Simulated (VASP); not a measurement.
**EuO: single point with LDA+U**

The system is EuO.

```
Eu O
1.0
     0.00000    2.57195    2.57195
     2.57195    0.00000    2.57195
     2.57195    2.57195    0.00000
Eu O
1 1
Cartesian
  2.5720 2.5720 2.5720
  0.0000 0.0000 0.0000
```

* Program: VASP 6.6.1
* Task: single point
* Functional: LDA
* Potentials or basis: VASP PAW PBE potentials, release 64 (Eu, O)
* Cutoff: 600 eV
* k mesh: 10 × 10 × 10
* Occupations: gaussian, width 0.05 eV
* Spin: no spin polarisation
* Hubbard terms: Eu f U = 6.0 eV

| Item | Value |
| --- | --- |
| Pressure | -20.9 GPa |
| Band gap on the k mesh | zero (an odd number of electrons rules out a gap without spin polarisation) |

Levels at points of the mesh, in eV from the Fermi level:
```csv
k point,band 8,band 9,band 10,band 11,band 12,band 13,band 14,band 15,band 16,band 17
"(0.00, 0.00, 0.00)",-4.70,-4.46,-4.46,-4.46,-0.77,0.57,0.72,0.72,0.72,1.03
"(0.50, 0.00, 0.00)",-5.64,-4.84,-4.84,-4.69,0.29,0.49,0.49,0.89,1.66,3.69
"(0.50, 0.50, 0.00)",-4.85,-4.78,-4.08,-4.08,-1.80,0.37,0.60,0.60,0.98,2.70
```

Eigenvalues of the final occupation matrices:
| site | spin | trace | eigenvalues |
| --- | --- | --- | --- |
| site 1 f | 1 | 3.10 | 0.03 0.04 0.04 0.04 0.99 0.99 0.99 |
| site 1 f | 2 | 3.10 | 0.03 0.04 0.04 0.04 0.99 0.99 0.99 |

It took 2.4 min on 1 thread of Intel(R) Xeon(R) 6975P-C (Granite Rapids), with other jobs on the host, peak memory 0.2 GiB.

Caveat: the cell stands under tension; the PAW data sets were made with another functional, which shifts forces and pressure a little; spin-orbit coupling is left out, which moves the levels of the heavy elements; an odd number of electrons without spin polarisation forces a metal; a magnetic or distorted state may lie lower; the run has no spin polarisation, though such a crystal can be magnetic; U without spin polarisation on a metal has little footing. Spin polarisation is off, so any magnetic state and its effect on volume and gap are missing.
